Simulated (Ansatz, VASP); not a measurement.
# Hf in VASP and in Ansatz

The input INCAR:

```
ALGO = Normal
EDIFF = 1E-6
ENCUT = 520
ISIF = 2
ISMEAR = -1
LASPH = T
LCHARG = F
LREAL = F
LWAVE = F
NBANDS = 17
NELM = 80
PREC = Accurate
SIGMA = 0.05
```

The input KPOINTS:

```
k-points
0
Gamma
  10 10 5
```

File POSCAR:

```
Hf
1.0
    3.2178708157      0.0000000000      0.0000000000
   -1.6089354078      2.7867578725      0.0000000000
    0.0000000000      0.0000000000      5.0912963404
Hf
2
Direct
    0.6666666667      0.3333333333      0.7500000000
    0.3333333333      0.6666666667      0.2500000000
```

The input input.yaml:

```yaml
crystal:
  lattice:
    - [3.2178708157, 0.0, 0.0]
    - [-1.6089354078, 2.7867578725, 0.0]
    - [0.0, 0.0, 5.0912963404]
  atoms:
    - { symbol: Hf, position: [0.6666666667, 0.3333333333, 0.75] }
    - { symbol: Hf, position: [0.3333333333, 0.6666666667, 0.25] }
kpoints:
  mp_grid: { grid: [10, 10, 5] }
scf:
  occupations: { method: fermi_dirac, width: 0.05 }
hamiltonian:
  xc: lda
  pseudopotentials: { kind: all_electron, lapw: { basis_error: 0.001 } }
output:
  forces: true
  stress: true
  eigenvalues: true
```

Change from the starting cell: volume scaled by 1.02.

Alike in both runs: task single point; functional LDA; k mesh 10 × 10 × 5; occupations fermi-dirac, width 0.05 eV; no spin polarisation.

|  | VASP | Ansatz |
| --- | --- | --- |
| version | VASP 6.6.1 | Ansatz 0.2.0 |
| potentials or method | VASP PAW LDA potentials, release 64 (Hf_pv), cutoff 520 eV | all-electron LAPW, scalar-relativistic |

|  | VASP | Ansatz | Ansatz less VASP |
| --- | --- | --- | --- |
| gap on the k mesh at the Fermi level (eV) | none | none | - |
| pressure (GPa) | -9.6 | -9.5 | +0.03 |
| traceless stress, the component that is largest in VASP (GPa) | -0.37 | -0.37 | +0.007 |

LDA's correlation is that of Perdew and Zunger in VASP and of Perdew and Wang (1992) in Ansatz. A gap of «none» marks a metal or a gap that the smearing closes. Ansatz ran all-electron here, and VASP with PAW potentials.

Spin-orbit coupling is off throughout.
